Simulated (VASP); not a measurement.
Input of a VASP 6.6.1 run:

INCAR

```
SYSTEM = Ir
  PREC = Accurate
  ENCUT = 520
  EDIFF = 1E-6
  ISMEAR = 0
  SIGMA = 0.15
  LREAL = .False.
  LASPH = .True.
  NELM = 150
  ALGO = Normal
  ISIF = 2
  LWAVE = .False.
  LCHARG = .False.
  ISPIN = 2
  MAGMOM = 0.5 0.5
  LORBIT = 11
  NUPDOWN = 1.0
  LMAXMIX = 4
  GGA = PS
  NBANDS = 20
```

KPOINTS

```
regular mesh
0
Gamma
  21 21 12
  0 0 0
```

Contents of POSCAR:

```
Ir
1.0
    2.6053845842      0.0000000000      0.0000000000
   -1.3026922921      2.2563292365      0.0000000000
    0.0000000000      0.0000000000      4.2241311110
Ir
2
Direct
    0.6666666667      0.3333333333      0.7500000000
    0.3333333333      0.6666666667      0.2500000000
```

Potentials or basis: VASP PAW PBE potentials, release 64 (Ir).

Command:

```console
$ cat potpaw_PBE.64/Ir/POTCAR > POTCAR
$ mpirun -np 1 vasp_std > vasp.out
```

Task: Estimate the pressure.

Result: 73.1 GPa.

Stress tensor (GPa, compression positive):
```
72.85  0.00  0.00
 0.00 72.85  0.00
 0.00  0.00 73.65
```

Caveat: the PAW data sets were made with another functional, which shifts forces and pressure a little; the total moment is fixed, so each spin has its own Fermi level.
